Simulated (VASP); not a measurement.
Wanted: the native input for a VASP 6.6.1 run.

```yaml
Task: single point
Functional: PBEsol
Potentials_or_basis: VASP PAW PBE potentials, release 64 (Ga_d, Sb)
Cutoff: 520 eV
k_mesh: 10 × 10 × 10
Occupations: gaussian, width 0.15 eV
Spin: no spin polarisation
Dipole_correction: no
Further_INCAR_settings: ALGO = Normal; EDIFF = 1e-06; NBANDS = 22
```

The structure of GaSb3 lies in POSCAR:

```
GaSb3
1.0
    0.0000000000      3.7117618114      3.4259561520
    3.7117618114      0.0000000000      3.4259561520
    3.7117618114      3.7117618114      0.0000000000
Ga Sb
1 3
Direct
    0.0000000000      0.0000000000      0.0000000000
    0.2500000000      0.2500000000      0.2500000000
    0.7500000000      0.7500000000      0.7500000000
    0.5000000000      0.5000000000      0.5000000000
```

These files were run (other wordings do the same):

INCAR

```
PREC = Accurate ; ENCUT = 520
EDIFF = 1E-6 ; ISMEAR = 0
SIGMA = 0.15 ; LREAL = F
LASPH = T ; NELM = 100
ALGO = Normal ; ISIF = 2
LWAVE = F ; LCHARG = T
GGA = PS ; LELF = T
LVHAR = T ; NBANDS = 22
```

KPOINTS

```
Automatic mesh
0
Gamma
  10 10 10
```

Potentials or basis: VASP PAW PBE potentials, release 64 (Ga_d, Sb).

Launch:

```bash
$ cat potpaw_PBE.64/Ga_d/POTCAR potpaw_PBE.64/Sb/POTCAR > POTCAR
$ mpirun -np 1 vasp_std > vasp.out
```

It gave:

```
Pressure               : 2.2 GPa
Band gap on the k mesh : zero (bands 14 and 15 overlap by 4.57 eV)
```

Caveat: the PAW data sets were made with another functional, which shifts forces and pressure a little; spin-orbit coupling is left out, which moves the levels of the heavy elements.

Run time: 5.4 min on 1 thread of Intel Xeon 8259CL (shared host), peak memory 0.34 GiB.
